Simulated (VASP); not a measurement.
Set up this calculation in VASP 6.6.1, as the native input.

- Task: single point
- Functional: PBEsol
- Potentials or basis: VASP PAW PBE potentials, release 64 (Mo_sv, S)
- Cutoff: 520 eV
- k mesh: 12 × 12 × 2
- Occupations: gaussian, width 0.02 eV
- Spin: no spin polarisation
- Dipole correction: no
- Further INCAR settings: ALGO = Normal; EDIFF = 1e-06; NBANDS = 35

The structure of MoS2 lies in POSCAR:

```
MoS2
1.0
    3.3298717024      0.0000000000      0.0000000000
   -1.6649358512      2.8837534857      0.0000000000
    0.0000000000      0.0000000000     12.1320244322
Mo S
2 4
Direct
    0.6666666667      0.3333333333      0.2500000000
    0.3333333333      0.6666666667      0.7500000000
    0.6666666667      0.3333333333      0.6273593630
    0.3333333333      0.6666666667      0.3726406370
    0.6666666667      0.3333333333      0.8726406370
    0.3333333333      0.6666666667      0.1273593630
```

This cell differs from its parent crystal: biaxial strain in the a-b plane: +6.0 %.

The input as run:

INCAR

```
ALGO = Normal ; EDIFF = 1E-6
ENCUT = 520 ; GGA = PS
ISIF = 2 ; ISMEAR = 0
LASPH = T ; LCHARG = F
LREAL = F ; LWAVE = F
NBANDS = 35 ; NELM = 80
PREC = Accurate ; SIGMA = 0.02
```

KPOINTS

```
k-points
0
Gamma
  12 12 2
```

Potentials or basis: VASP PAW PBE potentials, release 64 (Mo_sv, S).

Launch:

```bash
$ cat potpaw_PBE.64/Mo_sv/POTCAR potpaw_PBE.64/S/POTCAR > POTCAR
$ mpirun -np 1 vasp_std > vasp.out
```

Results of the run:

```
Pressure      : -8.1 GPa
Largest force : 0.205 eV/Å
```

Caveat: the cell differs from its parent crystal (biaxial strain in the a-b plane: +6.0 %); the cell stands under tension; the PAW data sets were made with another functional, which shifts forces and pressure a little; this functional lacks dispersion, which binds the layers, so the pressure and a relaxed spacing across them are unreliable.

Wall time 88 s on 1 thread of Intel(R) Xeon(R) 6975P-C (Granite Rapids) (shared host), peak memory 0.3 GiB.
